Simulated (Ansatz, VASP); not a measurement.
# Two plane-wave programs on MgS

```
CELL_PARAMETERS angstrom
0.00000 2.82490 2.75506
2.82490 0.00000 2.75506
2.82490 2.82490 0.00000
ATOMIC_POSITIONS crystal
Mg 0.00000 0.00000 0.00000
S 0.25000 0.25000 0.25000
```

Change from the starting cell: strained cell.

Alike in both runs: functional LDA; k mesh 6 × 6 × 6; occupations gaussian, width 0.02 eV; no spin polarisation.

Ansatz relaxed the structure, and its values are those at the end. VASP's run is a single point on that final structure, the one shown.

|  | VASP | Ansatz |
| --- | --- | --- |
| version | VASP 6.6.1 | Ansatz 0.2.0 |
| potentials or method | VASP PAW LDA potentials, release 64 (Mg, S), cutoff 600 eV | scalar-relativistic, plane waves, PAW |
| valence electrons in the cell | 8 | 16 |

Ansatz gave:

- gap on the k mesh at the Fermi level (eV): 3.30
- least direct gap on the mesh (eV): 3.30
- pressure (GPa): -0.3

Question: Which values does VASP return?

Answer: gap on the k mesh at the Fermi level (eV): 3.31; least direct gap on the mesh (eV): 3.31; pressure (GPa): -0.6.

Ansatz warns that its potentials were made for another functional, while VASP's fit it. LDA's correlation is that of Perdew and Zunger in VASP and of Perdew and Wang (1992) in Ansatz. VASP's potentials hold 8 valence electrons a cell and Ansatz's 16, so a difference there can come from the potentials and not from the codes. Ansatz's warnings: stress scf threshold loose.
